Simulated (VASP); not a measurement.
# TiC (Fm-3m) in VASP: single point with r2SCAN

Aim: the single point of TiC with r2SCAN.

Program: VASP 6.6.1. These are calculated values, not measurements. Logs are shortened: lines on timing, memory, paths and dates and some standing lists are left out, and cuts for length are marked.

## 1. The cell of the first run

Symmetry: Fm-3m, No. 225, cubic system. Conventional cell: a = 4.263 Å, b = 4.263 Å, c = 4.263 Å, α = 90.00°, β = 90.00°, γ = 90.00°. Ti (site symmetry m-3m) has 6 C at 2.13 Å within 2.8 Å. C (site symmetry m-3m) has 6 Ti at 2.13 Å within 2.8 Å.

## 2. Single point, r2SCAN (strain -0.015 along x and y, -0.015 along z)

POSCAR

```
TiC
1.0
    0.0000000000      2.1315400000      2.1315400000
    2.1315400000      0.0000000000      2.1315400000
    2.1315400000      2.1315400000      0.0000000000
Ti C
1 1
Direct
    0.0000000000      0.0000000000      0.0000000000
    0.5000000000      0.5000000000      0.5000000000
```

INCAR.step1

```
ALGO = Normal
EDIFF = 1E-5
ENCUT = 1430
GGA = PE
GGA_COMPAT = False
ISMEAR = 0
LASPH = True
LCHARG = False
LREAL = False
LWAVE = True
NBANDS = 15
NELM = 120
PREC = Accurate
SIGMA = 0.15
```

INCAR.step2

```
ALGO = Normal
EDIFF = 1E-6
ENCUT = 1430
GGA_COMPAT = False
ISIF = 2
ISMEAR = 0
ISTART = 1
LASPH = True
LCHARG = False
LMIXTAU = True
LREAL = False
LWAVE = False
METAGGA = R2SCAN
NBANDS = 15
NELM = 120
PREC = Accurate
SIGMA = 0.15
```

KPOINTS

```
k-points
0
Gamma
  18 18 18
```

Potentials or basis: VASP PAW PBE potentials, release 64 (Ti_sv, C_h).

The run is started by

```
> cat potpaw_PBE.64/Ti_sv/POTCAR potpaw_PBE.64/C_h/POTCAR > POTCAR
> cp INCAR.step1 INCAR
> mpirun -np 1 vasp_std > vasp.out
> cp INCAR.step2 INCAR
> mpirun -np 1 vasp_std > vasp.out
```

OUTCAR:

```text
EDIFF = 1E-6
   ENCUT = 1430
   ISIF = 2
   ISMEAR = 0
   ISTART = 1
   LASPH = True
   LREAL = False
   METAGGA = R2SCAN
   NELM = 120
   PREC = Accurate

 ion  position               nearest neighbor table
   1  0.000  0.000  0.000-   2 2.13   2 2.13   2 2.13   2 2.13   2 2.13   2 2.13
   2  0.500  0.500  0.500-   1 2.13   1 2.13   1 2.13   1 2.13   1 2.13   1 2.13

  LATTYP: Found a face centered cubic cell.
 ALAT       =     4.2630800000

  Lattice vectors:

 A1 = (   0.0000000000,   2.1315400000,   2.1315400000)
 A2 = (   2.1315400000,   0.0000000000,   2.1315400000)
 A3 = (   2.1315400000,   2.1315400000,   0.0000000000)

Analysis of symmetry for initial positions (statically):
=====================================================================
 Subroutine PRICEL returns:
 Original cell was already a primitive cell.

 Routine SETGRP: Setting up the symmetry group for a
 face centered cubic supercell.

 Subroutine GETGRP returns: Found 48 space group operations
 (whereof 48 operations were pure point group operations)
 out of a pool of 48 trial point group operations.

The static configuration has the point symmetry O_h .

Analysis of symmetry for dynamics (positions and initial velocities):
=====================================================================
 Subroutine PRICEL returns:
 Original cell was already a primitive cell.

 Routine SETGRP: Setting up the symmetry group for a
 face centered cubic supercell.

 Subroutine GETGRP returns: Found 48 space group operations
 (whereof 48 operations were pure point group operations)
 out of a pool of 48 trial point group operations.

The dynamic configuration has the point symmetry O_h .

 Subroutine INISYM returns: Found 48 space group operations
 (whereof 48 operations are pure point group operations),
 and found     1 'primitive' translations

----------------------------------------------------------------------------------------

                                     Primitive cell

  volume of cell :      19.3691

  direct lattice vectors                    reciprocal lattice vectors
     0.000000000  2.131540000  2.131540000    -0.234572187  0.234572187  0.234572187
     2.131540000  0.000000000  2.131540000     0.234572187 -0.234572187  0.234572187
     2.131540000  2.131540000  0.000000000     0.234572187  0.234572187 -0.234572187

  length of vectors
     3.014452777  3.014452777  3.014452777     0.406290946  0.406290946  0.406290946

  position of ions in fractional coordinates (direct lattice)
     0.000000000  0.000000000  0.000000000
     0.500000000  0.500000000  0.500000000

  ion indices of the primitive-cell ions
   primitive index   ion index
                 1           1
                 2           2

----------------------------------------------------------------------------------------

 KPOINTS: k-points

Automatic generation of k-mesh.
 Grid dimensions read from file:
 generate k-points for:   18   18   18

 Generating k-lattice:

  Cartesian coordinates                     Fractional coordinates (reciprocal lattice)
    -0.013031788  0.013031788  0.013031788     0.055555556  0.000000000  0.000000000
     0.013031788 -0.013031788  0.013031788     0.000000000  0.055555556  0.000000000
     0.013031788  0.013031788 -0.013031788     0.000000000  0.000000000  0.055555556

  Length of vectors
     0.022571719  0.022571719  0.022571719

  Shift w.r.t. Gamma in fractional coordinates (k-lattice)
     0.000000000  0.000000000  0.000000000

 Subroutine IBZKPT returns following result:
 ===========================================

 Found    195 irreducible k-points:

 Following reciprocal coordinates:
            Coordinates               Weight
  0.000000  0.000000  0.000000      1.000000
  0.055556  0.000000  0.000000      8.000000
  0.111111  0.000000  0.000000      8.000000
  0.166667  0.000000  0.000000      8.000000
  0.222222  0.000000  0.000000      8.000000
  0.277778  0.000000  0.000000      8.000000
[... 16 lines left out ...]
 -0.277778  0.055556  0.000000     24.000000
 -0.222222  0.055556  0.000000     24.000000
 [... further k-points ...]
   k-points           NKPTS =    195   k-points in BZ     NKDIM =    195   number of bands    NBANDS=     15
   number of dos      NEDOS =    301   number of ions     NIONS =      2
   total plane-waves  NPLWV =  64000
   dimension x,y,z NGX =    40 NGY =   40 NGZ =   40
   dimension x,y,z NGXF=    80 NGYF=   80 NGZF=   80
   ions per type =               1   1
   NGX,Y,Z   is equivalent  to a cutoff of  22.06, 22.06, 22.06 a.u.
   NGXF,Y,Z  is equivalent  to a cutoff of  44.12, 44.12, 44.12 a.u.
 SYSTEM =  unknown system
   PREC   = accura    normal or accurate (medium, high low for compatibility)
   ISTART =      1    job   : 0-new  1-cont  2-samecut
   ICHARG =      0    charge: 1-file 2-atom 10-const
   ISPIN  =      1    spin polarized calculation?
   LNONCOLLINEAR =      F non collinear calculations
   LSORBIT =      F    spin-orbit coupling
   LASPH  =      T    aspherical Exc in radial PAW
   ENCUT  = 1430.0 eV 105.10 Ry   10.25 a.u.   9.29  9.29  9.29*2*pi/ulx,y,z
   NELM   =    120;   NELMIN=  2; NELMDL=  0     # of ELM steps
   EDIFF  = 0.1E-05   stopping-criterion for ELM
   LREAL  =      F    real-space projection
[... 7 lines left out ...]
   TEBEG  =    0.0;   TEEND  =   0.0 temperature during run
   PSTRESS=    0.0 pullay stress
   NELECT =      16.0000    total number of electrons
   NUPDOWN=      -1.0000    fix difference up-down
   EMIN   =  10.00;   EMAX   =-10.00  energy-range for DOS
   EFERMI =   0.00;   METHOD = LEGACY
   ISMEAR =     0;   SIGMA  =   0.15  broadening in eV -4-tet -1-fermi 0-gaus
   EFERMI_NEDOS =   21; number of points for ismear=-14 and -15
   IALGO  =     38    algorithm
   IMIX   =      4    mixing-type and parameters
     AMIX     =   0.40;   BMIX     =  1.00
     AMIX_MAG =   1.60;   BMIX_MAG =  1.00
  volume/ion in A,a.u.               =       9.68        65.35
  Fermi-wavevector in a.u.,A,eV,Ry     =   1.536071  2.902754 32.103146  2.359515
  Thomas-Fermi vector in A             =   2.642771
   LORBIT       =      0    0 simple, 1 ext, 2 COOP (PROOUT), +10 PAW based schemes
   METAGGA = R2SCAN    functional components
   LHFCALC =     F    Hartree Fock is set to
   AEXX    =    0.0000 exact exchange contribution
   IVDW    =     0    specifies the selected vdW correction
   LEPSILON=     F    determine dielectric tensor
   LRPA    =     F    only Hartree local field effects (RPA)
 non-spin polarized calculation
 Gauss-broadening in eV      SIGMA  =   0.15
  energy-cutoff  :     1430.00
  volume of cell :       19.37
 maximum number of plane-waves:      2421
 NGX is ok and might be reduce to    40
   NGX = 19   NGY = 19   NGZ = 19

 number of electron      16.0000000 magnetization

 Free energy of the ion-electron system (eV)
  ---------------------------------------------------
  ext. energy  EPLUGINS =         0.00000000
  ---------------------------------------------------
  free energy    TOTEN  =       -24.84162184 eV

  energy without entropy =      -24.83871722  energy(sigma->0) =      -24.84016953

 E-fermi :  10.4240     XC(G=0): -13.8714

 val. band max:       10.4155468705   @ k =   0.1111   0.0556   0.0000
 cond. band min:      10.4541497551   @ k =   0.5000   0.4444   0.0000
 fundamental gap:      0.0386028846
 Fermi energy:        10.4239700105

 k-point     1 :       0.0000    0.0000    0.0000
  band No.  band energies     occupation
      1     -48.4132      2.00000
      2     -23.3658      2.00000
      3     -23.3658      2.00000
      4     -23.3658      2.00000
      5      -3.0132      2.00000
      6      11.3012      0.00000
      7      11.3012      0.00000
      8      11.3012      0.00000
      9      12.1436      0.00000
     10      12.1436      0.00000
     11      12.1436      0.00000
     12      12.2418      0.00000
     13      12.2418      0.00000
     14      22.3511      0.00000
     15      25.4427      0.00000

 k-point     2 :       0.0556    0.0000    0.0000
  band No.  band energies     occupation
      1     -48.4104      2.00000
      2     -23.3851      2.00000
      3     -23.3675      2.00000
      4     -23.3675      2.00000
      5      -2.9368      2.00000
      6      10.8390      0.00009
      7      11.0397      0.00000
      8      11.0397      0.00000
      9      11.5749      0.00000
     10      11.5749      0.00000
     11      12.4354      0.00000
     12      13.1868      0.00000
     13      13.1868      0.00000
     14      22.4854      0.00000
     15      25.4784      0.00000

 k-point     3 :       0.1111    0.0000    0.0000
  band No.  band energies     occupation
      1     -48.4023      2.00000
      2     -23.4405      2.00000
      3     -23.3723      2.00000
      4     -23.3723      2.00000
      5      -2.7120      2.00000
      6       9.9846      1.99997
      7      10.2334      1.92766
      8      10.2334      1.92765
      9      11.6680      0.00000
     10      11.6680      0.00000
     11      12.8220      0.00000
     12      14.2362      0.00000
     13      14.2362      0.00000
     14      22.8236      0.00000
     15      25.5252      0.00000
[... 343 lines left out ...]
 k-point    23 :      -0.2778    0.0556    0.0000
  band No.  band energies     occupation
      1     -48.3516      2.00000
      2     -23.7652      2.00000
      3     -23.4232      2.00000
      4     -23.3935      2.00000
      5      -1.0560      2.00000
      6       6.5455      2.00000
      7       7.8806      2.00000
      8       8.1385      2.00000
      9      12.6150      0.00000
     10      12.9765      0.00000
     11      14.0265      0.00000
     12      16.9940      0.00000
     13      18.0825      0.00000
     14      22.1159      0.00000
     15      26.6065      0.00000

 k-point    24 :      -0.2222    0.0556    0.0000
  band No.  band energies     occupation
      1     -48.3675      2.00000
      2     -23.6629      2.00000
      3     -23.4133      2.00000
      4     -23.3835      2.00000
      5      -1.6406      2.00000
      6       7.5233      2.00000
      7       8.3718      2.00000
      8       8.6899      2.00000
      9      12.2095      0.00000
     10      12.6222      0.00000
     11      13.6989      0.00000
     12      16.0728      0.00000
     13      17.2098      0.00000
     14      22.9304      0.00000
     15      25.9327      0.00000

 [... further k-points ...]
[... 5 lines left out ...]
  --------------------------------------------------------------------------------------
  -------------------------------------------------------------------------------------
  Total        1.6941451      1.6941451      1.6941451      0.0000000      0.0000000     -0.0000000
  in kB      140.1363243    140.1363243    140.1363243      0.0000000      0.0000000     -0.0000000
  external PRESSURE =     140.1363243 kB  Pullay stress =       0.0000000 kB

 VOLUME and BASIS-vectors are now :
 -----------------------------------------------------------------------------
  energy-cutoff  :     1430.00
  volume of cell :       19.37
      direct lattice vectors                 reciprocal lattice vectors
     0.000000000  2.131540000  2.131540000    -0.234572187  0.234572187  0.234572187
     2.131540000  0.000000000  2.131540000     0.234572187 -0.234572187  0.234572187
     2.131540000  2.131540000  0.000000000     0.234572187  0.234572187 -0.234572187

 POSITION                                       TOTAL-FORCE (eV/Angst)
 -----------------------------------------------------------------------------------
      0.00000      0.00000      0.00000         0.000000     -0.000000     -0.000000
      2.13154      2.13154      2.13154        -0.000000      0.000000      0.000000
 -----------------------------------------------------------------------------------
    total drift:                                0.000000     -0.000000     -0.000000

  FREE ENERGIE OF THE ION-ELECTRON SYSTEM (eV)
  ---------------------------------------------------
  free  energy   TOTEN  =       -24.8416218353 eV

  energy  without entropy=      -24.8387172175  energy(sigma->0) =      -24.84016953
```

Wall time 7.2 min (1 thread of Intel Xeon 6975P-C (Granite Rapids), shared host); peak memory 0.46 GiB.

Results:

* Free energy: -24.8416 eV
* Pressure: 14.0 GPa
* Band gap on the k mesh: zero (bands 8 and 9 overlap by 1.36 eV)

Caveat: the cell differs from its parent crystal (strain -0.015 along x and y, -0.015 along z); the cell stands under pressure; the PAW data sets were made with another functional, which shifts forces and pressure a little.

The gap in the log of VASP goes by the Fermi energy; the results here count the filled bands.